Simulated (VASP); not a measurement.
Here is a VASP 6.6.1 calculation.

Contents of INCAR:

```
SYSTEM = NaI
PREC = Accurate ; ENCUT = 520
EDIFF = 1E-7 ; ISMEAR = 0
SIGMA = 0.01 ; LREAL = .False.
LASPH = .True. ; NELM = 60
ALGO = Normal ; ISIF = 2
LWAVE = .False. ; LCHARG = .False.
GGA = PE ; NBANDS = 14
```

Contents of KPOINTS:

```
regular mesh
0
Gamma
  4 4 4
  0 0 0
```

Contents of POSCAR:

```
NaI
1.0
    0.0000000000      3.5431916338      3.5431916338
    3.5963395083      0.0000000000      3.5431916338
    3.5963395083      3.5431916338      0.0000000000
Na I
1 1
Direct
    0.0000000000      0.0000000000      0.0000000000
    0.2500000000      0.2500000000      0.2500000000
```

Potentials or basis: VASP PAW PBE potentials, release 64 (Na_pv, I).

Command:

```sh
$ cat potpaw_PBE.64/Na_pv/POTCAR potpaw_PBE.64/I/POTCAR > POTCAR
$ mpirun -np 1 vasp_std > vasp.out
```

Question: Estimate the band gap on the k mesh.

Answer: 3.79 eV.

Question: Predict the pressure.

Answer: 0.2 GPa.

Caveat: the cell differs from its parent crystal (uniaxial x strain +1.5%); spin-orbit coupling is left out, which moves the levels of the heavy elements.
